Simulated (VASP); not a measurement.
# CuO2 (Fd-3m) in VASP: single point with PBE

Aim: the single point of CuO2 with PBE.

Program: VASP 6.6.1. These are calculated values, not measurements. Logs are shortened: lines on timing, memory, paths and dates and some standing lists are left out, and cuts for length are marked.

### Step 1. The cell of the first run

The structure is cubic, space group Fd-3m (No. 227). Conventional cell: a = 8.255 Å, b = 8.255 Å, c = 8.255 Å, α = 90.00°, β = 90.00°, γ = 90.00°. Within 2.6 Å of Cu (site symmetry -3m) lie 6 O at 1.94 Å. Within 2.6 Å of O (site symmetry 3m) lie 3 Cu at 1.94 Å and 3 O at 2.55 Å.

### Step 2. Single point, PBE, collinear spin, ferromagnetic start

File INCAR:

```
PREC = Accurate
ENCUT = 520
EDIFF = 1E-7
ISMEAR = 0
SIGMA = 0.1
LREAL = F
LASPH = T
NELM = 150
ALGO = Fast
ISIF = 2
LWAVE = F
LCHARG = F
ISPIN = 2
MAGMOM = 0.38 0.38 0.38 0.38 0.31 0.31 0.31 0.31 0.31 0.31 0.31 0.31
LORBIT = 11
LMAXMIX = 4
GGA = PE
NBANDS = 62
```

File KPOINTS:

```
Automatic mesh
0
Gamma
  8 8 8
```

File POSCAR:

```
CuO2
1.0
    0.0000000000      4.1276400015      4.1276400015
    4.1276400015      0.0000000000      4.1276400015
    4.1276400015      4.1276400015      0.0000000000
Cu O
4 8
Direct
    0.1250000000      0.1250000000      0.1250000000
    0.1250000000      0.1250000000      0.6250000000
    0.1250000000      0.6250000000      0.1250000000
    0.6250000000      0.1250000000      0.1250000000
    0.9228398145      0.3590533952      0.3590533952
    0.3590533952      0.3590533952      0.3590533952
    0.3271601855      0.8909466048      0.8909466048
    0.8909466048      0.8909466048      0.3271601855
    0.8909466048      0.8909466048      0.8909466048
    0.8909466048      0.3271601855      0.8909466048
    0.3590533952      0.3590533952      0.9228398145
    0.3590533952      0.9228398145      0.3590533952
```

Potentials or basis: VASP PAW PBE potentials, release 64 (Cu, O).

On the command line:

```
cat potpaw_PBE.64/Cu/POTCAR potpaw_PBE.64/O/POTCAR > POTCAR
mpirun -np 1 vasp_std > vasp.out
```

OUTCAR:

```text
PREC = Accurate
   ENCUT = 520
   EDIFF = 1E-7
   ISMEAR = 0
   LREAL = F
   LASPH = T
   NELM = 150
   ISIF = 2
   ISPIN = 2
   LORBIT = 11
   GGA = PE

 ion  position               nearest neighbor table
   1  0.125  0.125  0.125-   5 1.94   7 1.94   8 1.94  10 1.94  11 1.94  12 1.94
   2  0.125  0.125  0.625-   5 1.94   7 1.94  10 1.94  12 1.94   6 1.94   9 1.94
   3  0.125  0.625  0.125-   5 1.94   7 1.94   8 1.94  11 1.94   9 1.94   6 1.94
   4  0.625  0.125  0.125-   8 1.94  10 1.94  11 1.94  12 1.94   9 1.94   6 1.94
   5  0.923  0.359  0.359-   2 1.94   3 1.94   1 1.94
   6  0.359  0.359  0.359-   2 1.94   3 1.94   4 1.94
   7  0.327  0.891  0.891-   2 1.94   3 1.94   1 1.94
   8  0.891  0.891  0.327-   3 1.94   4 1.94   1 1.94
   9  0.891  0.891  0.891-   2 1.94   3 1.94   4 1.94
  10  0.891  0.327  0.891-   2 1.94   4 1.94   1 1.94
  11  0.359  0.359  0.923-   3 1.94   4 1.94   1 1.94
  12  0.359  0.923  0.359-   2 1.94   4 1.94   1 1.94

  LATTYP: Found a face centered cubic cell.
 ALAT       =     8.2552800030

  Lattice vectors:

 A1 = (   0.0000000000,   4.1276400015,   4.1276400015)
 A2 = (   4.1276400015,   0.0000000000,   4.1276400015)
 A3 = (   4.1276400015,   4.1276400015,   0.0000000000)

Analysis of symmetry for initial positions (statically):
=====================================================================
 Subroutine PRICEL returns:
 Original cell was already a primitive cell.

 Routine SETGRP: Setting up the symmetry group for a
 face centered cubic supercell.

 Subroutine GETGRP returns: Found 48 space group operations
 (whereof 24 operations were pure point group operations)
 out of a pool of 48 trial point group operations.

The static configuration has the point symmetry T_d .
 The point group associated with its full space group is O_h .

Analysis of symmetry for dynamics (positions and initial velocities):
=====================================================================
 Subroutine PRICEL returns:
 Original cell was already a primitive cell.

 Routine SETGRP: Setting up the symmetry group for a
 face centered cubic supercell.

 Subroutine GETGRP returns: Found 48 space group operations
 (whereof 24 operations were pure point group operations)
 out of a pool of 48 trial point group operations.

The dynamic configuration has the point symmetry T_d .
 The point group associated with its full space group is O_h .

Analysis of structural, dynamic, and magnetic symmetry:
=====================================================================
 Subroutine PRICEL returns:
 Original cell was already a primitive cell.

 Routine SETGRP: Setting up the symmetry group for a
 face centered cubic supercell.

 Subroutine GETGRP returns: Found 48 space group operations
 (whereof 24 operations were pure point group operations)
 out of a pool of 48 trial point group operations.

The overall configuration has the point symmetry T_d .
 The point group associated with its full space group is O_h .

 Subroutine INISYM returns: Found 48 space group operations
 (whereof 24 operations are pure point group operations),
 and found     1 'primitive' translations

----------------------------------------------------------------------------------------

                                     Primitive cell

  volume of cell :     140.6486

  direct lattice vectors                    reciprocal lattice vectors
     0.000000000  4.127640001  4.127640001    -0.121134595  0.121134595  0.121134595
     4.127640001  0.000000000  4.127640001     0.121134595 -0.121134595  0.121134595
     4.127640001  4.127640001  0.000000000     0.121134595  0.121134595 -0.121134595

  length of vectors
     5.837364471  5.837364471  5.837364471     0.209811273  0.209811273  0.209811273

  position of ions in fractional coordinates (direct lattice)
     0.125000000  0.125000000  0.125000000
     0.125000000  0.125000000  0.625000000
     0.125000000  0.625000000  0.125000000
     0.625000000  0.125000000  0.125000000
     0.922839815  0.359053395  0.359053395
     0.359053395  0.359053395  0.359053395
     0.327160185  0.890946605  0.890946605
     0.890946605  0.890946605  0.327160185
     0.890946605  0.890946605  0.890946605
     0.890946605  0.327160185  0.890946605
     0.359053395  0.359053395  0.922839815
     0.359053395  0.922839815  0.359053395

  ion indices of the primitive-cell ions
[... 88 lines left out ...]
   NSW    =      0    number of steps for IOM
   IBRION =     -1    ionic relax: 0-MD 1-quasi-New 2-CG
   NFREE  =      0    steps in history (QN), initial steepest desc. (CG)
   ISIF   =      2    stress and relaxation
   ISYM   =      2    0-nonsym 1-usesym 2-fastsym
   POTIM  = 0.5000    time-step for ionic-motion
   TEBEG  =    0.0;   TEEND  =   0.0 temperature during run
   PSTRESS=    0.0 pullay stress
   NELECT =      92.0000    total number of electrons
   NUPDOWN=      -1.0000    fix difference up-down
   EMIN   =  10.00;   EMAX   =-10.00  energy-range for DOS
   EFERMI =   0.00;   METHOD = LEGACY
   ISMEAR =     0;   SIGMA  =   0.10  broadening in eV -4-tet -1-fermi 0-gaus
   EFERMI_NEDOS =   21; number of points for ismear=-14 and -15
   IALGO  =     68    algorithm
   IMIX   =      4    mixing-type and parameters
     AMIX     =   0.40;   BMIX     =  1.00
     AMIX_MAG =   1.60;   BMIX_MAG =  1.00
  volume/ion in A,a.u.               =      11.72        79.10
  Fermi-wavevector in a.u.,A,eV,Ry     =   1.421103  2.685496 27.477434  2.019534
  Thomas-Fermi vector in A             =   2.541948
   LORBIT       =     11    0 simple, 1 ext, 2 COOP (PROOUT), +10 PAW based schemes
   GGA     = PE    functional components
   LHFCALC =     F    Hartree Fock is set to
   AEXX    =    0.0000 exact exchange contribution
   IVDW    =     0    specifies the selected vdW correction
   LEPSILON=     F    determine dielectric tensor
   LRPA    =     F    only Hartree local field effects (RPA)
 spin polarized calculation
 RMM-DIIS sequential band-by-band and
 Gauss-broadening in eV      SIGMA  =   0.10
  energy-cutoff  :      520.00
  volume of cell :      140.65
 maximum number of plane-waves:      3828
 NGX is ok and might be reduce to    48
   NGX = 21   NGY = 21   NGZ = 21

 number of electron      91.9999995 magnetization       3.9699967

 Free energy of the ion-electron system (eV)
  ---------------------------------------------------
  ext. energy  EPLUGINS =         0.00000000
  ---------------------------------------------------
  free energy    TOTEN  =       -55.03742382 eV

  energy without entropy =      -54.98692748  energy(sigma->0) =      -55.01217565

 E-fermi :   1.5284     XC(G=0): -10.1801

 val. band max:        1.5229041140   @ k =   0.3750   0.2500   0.1250
 cond. band min:       1.5302458563   @ k =   0.2500   0.2500   0.0000
 fundamental gap:      0.0073417423
 Fermi energy:         1.5284081394

 spin component 1

 k-point     1 :       0.0000    0.0000    0.0000
  band No.  band energies     occupation
      1     -17.8446      1.00000
      2     -16.6729      1.00000
      3     -16.0811      1.00000
      4     -16.0811      1.00000
      5     -16.0811      1.00000
      6     -16.0152      1.00000
[... 1453 lines left out ...]
     57      13.1868      0.00000
     58      13.2428      0.00000

 [... further k-points ...]

 spin component 2

 k-point     1 :       0.0000    0.0000    0.0000
  band No.  band energies     occupation
      1     -17.3757      1.00000
      2     -16.1436      1.00000
      3     -15.5432      1.00000
      4     -15.5432      1.00000
      5     -15.5432      1.00000
      6     -15.4828      1.00000
[... 1453 lines left out ...]
     57      13.3758      0.00000
     58      13.4266      0.00000

 [... further k-points ...]

 [bands above 58 left out]

------------------------ aborting loop because EDIFF is reached ----------------------------------------

  FORCE on cell =-STRESS in cart. coord.  units (eV):
  Direction    XX          YY          ZZ          XY          YZ          ZX
  --------------------------------------------------------------------------------------
  -------------------------------------------------------------------------------------
  Total        0.8549243      0.8549243      0.8549243      0.0000000      0.0000000     -0.0000000
  in kB        9.7387411      9.7387411      9.7387411      0.0000000      0.0000000     -0.0000000
  external PRESSURE =       9.7387411 kB  Pullay stress =       0.0000000 kB

 VOLUME and BASIS-vectors are now :
 -----------------------------------------------------------------------------
  energy-cutoff  :      520.00
  volume of cell :      140.65
      direct lattice vectors                 reciprocal lattice vectors
     0.000000000  4.127640001  4.127640001    -0.121134595  0.121134595  0.121134595
     4.127640001  0.000000000  4.127640001     0.121134595 -0.121134595  0.121134595
     4.127640001  4.127640001  0.000000000     0.121134595  0.121134595 -0.121134595

 POSITION                                       TOTAL-FORCE (eV/Angst)
 -----------------------------------------------------------------------------------
      1.03191      1.03191      1.03191        -0.000000     -0.000000     -0.000000
      3.09573      3.09573      1.03191        -0.000000     -0.000000     -0.000000
      3.09573      1.03191      3.09573        -0.000000     -0.000000     -0.000000
      1.03191      3.09573      3.09573        -0.000000     -0.000000     -0.000000
      2.96409      5.29119      5.29119         0.042219     -0.042219     -0.042219
      2.96409      2.96409      2.96409         0.042219      0.042219      0.042219
      7.35501      5.02791      5.02791        -0.042219      0.042219      0.042219
      5.02791      5.02791      7.35501         0.042219      0.042219     -0.042219
      7.35501      7.35501      7.35501        -0.042219     -0.042219     -0.042219
      5.02791      7.35501      5.02791         0.042219     -0.042219      0.042219
      5.29119      5.29119      2.96409        -0.042219     -0.042219      0.042219
      5.29119      2.96409      5.29119        -0.042219      0.042219     -0.042219
 -----------------------------------------------------------------------------------
    total drift:                                0.000000      0.000000      0.000000

  FREE ENERGIE OF THE ION-ELECTRON SYSTEM (eV)
  ---------------------------------------------------
  free  energy   TOTEN  =       -55.0374238228 eV

  energy  without entropy=      -54.9869274779  energy(sigma->0) =      -55.01217565

 total charge

# of ion       s       p       d       tot
------------------------------------------
    1        0.426   0.577   8.924   9.927
    2        0.426   0.577   8.924   9.927
    3        0.426   0.577   8.924   9.927
    4        0.426   0.577   8.924   9.927
    5        1.598   3.265   0.000   4.864
    6        1.598   3.265   0.000   4.864
    7        1.598   3.265   0.000   4.864
    8        1.598   3.265   0.000   4.864
    9        1.598   3.265   0.000   4.864
   10        1.598   3.265   0.000   4.864
   11        1.598   3.265   0.000   4.864
   12        1.598   3.265   0.000   4.864
--------------------------------------------------
tot         14.490  28.430  35.696  78.616

 magnetization (x)

# of ion       s       p       d       tot
------------------------------------------
    1       -0.009  -0.011   0.340   0.319
    2       -0.009  -0.011   0.340   0.319
    3       -0.009  -0.011   0.340   0.319
    4       -0.009  -0.011   0.340   0.319
    5        0.006   0.273   0.000   0.280
    6        0.006   0.273   0.000   0.280
    7        0.006   0.273   0.000   0.280
    8        0.006   0.273   0.000   0.280
    9        0.006   0.273   0.000   0.280
   10        0.006   0.273   0.000   0.280
   11        0.006   0.273   0.000   0.280
   12        0.006   0.273   0.000   0.280
--------------------------------------------------
tot          0.013   2.142   1.360   3.515
```

Run time: 26 min. Hardware: 1 thread of Oxide Virtual Turin-like, shared host; peak memory 0.58 GiB.

Results:

```yaml
Free_energy: -55.0374 eV
Pressure: 1.0 GPa
Largest_force: 0.073 eV/Å
Band_gap_on_the_k_mesh: zero (filled and empty bands overlap)
Net_moment: 3.97 μB per cell
Site_moments: Cu +0.32; O +0.28 μB
Valence_electrons_inside_the_program's_atomic_spheres: Cu 9.93; O 4.86
```

Forces in eV/Å, atoms in the order of the input:
```
Cu   0.000  0.000  0.000
Cu   0.000  0.000  0.000
Cu   0.000  0.000  0.000
Cu   0.000  0.000  0.000
O    0.042 -0.042 -0.042
O    0.042  0.042  0.042
O   -0.042  0.042  0.042
O    0.042  0.042 -0.042
O   -0.042 -0.042 -0.042
O    0.042 -0.042  0.042
O   -0.042 -0.042  0.042
O   -0.042  0.042 -0.042
```

Caveat: semilocal functionals often make such compounds metallic where correlation or magnetic order opens a gap, which also shifts bond lengths. With open d or f shells a metallic result of PBE can be an artefact of self-interaction; +U or a hybrid may open a gap.
